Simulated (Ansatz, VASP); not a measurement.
Two plane-wave programs on BaS

```xyz
2
Lattice="3.8338 0.0000 0.0000 0.0000 3.8338 0.0000 0.0000 0.0000 3.8905" Properties=species:S:1:pos:R:3 pbc="T T T"
Ba    0.0000    0.0000    0.0000
S     1.9169    1.9169    1.9452
```

Change from the starting cell: uniaxial_z strain +1.5%.

Alike in both runs: task single point; functional HSE06; k mesh 4 × 4 × 4; no spin polarisation.

```csv
,VASP,Ansatz
version,VASP 6.6.1,Ansatz 0.2.0
potentials or method,"VASP PAW PBE potentials, release 64 (Ba_sv, S)","plane waves, PAW"
plane-wave cutoff (eV),520,420
occupations,"gaussian, width 0.01 eV",fixed
valence electrons in the cell,16,16
```

|  | VASP | Ansatz | Ansatz less VASP |
| --- | --- | --- | --- |
| gap on the k mesh at the Fermi level (eV) | 2.31 | 2.42 | +0.111 |
| pressure (GPa) | -0.3 | -1.0 | -0.77 |
| traceless stress, the component that is largest in VASP (GPa) | -1.15 | -1.14 | +0.008 |

Ansatz's warnings: stress exchange threshold loose, stress scf threshold loose.

Neither program's run includes spin-orbit coupling.
